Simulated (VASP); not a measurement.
A run of VASP 6.6.1 is set up as follows.

Contents of INCAR:

```
SYSTEM = TiB2
PREC = Accurate ; ENCUT = 520
EDIFF = 1E-6 ; ISMEAR = 1
SIGMA = 0.15 ; LREAL = .FALSE.
LASPH = .TRUE. ; NELM = 60
ALGO = Normal ; ISIF = 2
LWAVE = .FALSE. ; LCHARG = .FALSE.
GGA = PE ; NBANDS = 16
```

File KPOINTS:

```
Automatic mesh
0
G
  11 11 9
  0 0 0
```

File POSCAR:

```
TiB2
1.0
    3.1269829257      0.0000000000      0.0000000000
   -1.5634914629      2.7080466476      0.0000000000
    0.0000000000      0.0000000000      3.3326131247
Ti B
1 2
Direct
    0.0000000000      0.0000000000      0.0000000000
    0.3333333333      0.6666666667      0.5000000000
    0.6666666667      0.3333333333      0.5000000000
```

Potentials or basis: VASP PAW PBE potentials, release 64 (Ti_sv, B).

Run with:

```sh
$ cat potpaw_PBE.64/Ti_sv/POTCAR potpaw_PBE.64/B/POTCAR > POTCAR
$ mpirun -np 1 vasp_std > vasp.out
```

(1) Estimate the band gap on the k mesh.

(2) Predict the pressure.

## Answers

(1) zero (band 9 reaches 9.13 eV, above the bottom of band 10 at 8.75 eV).

(2) -19.9 GPa.
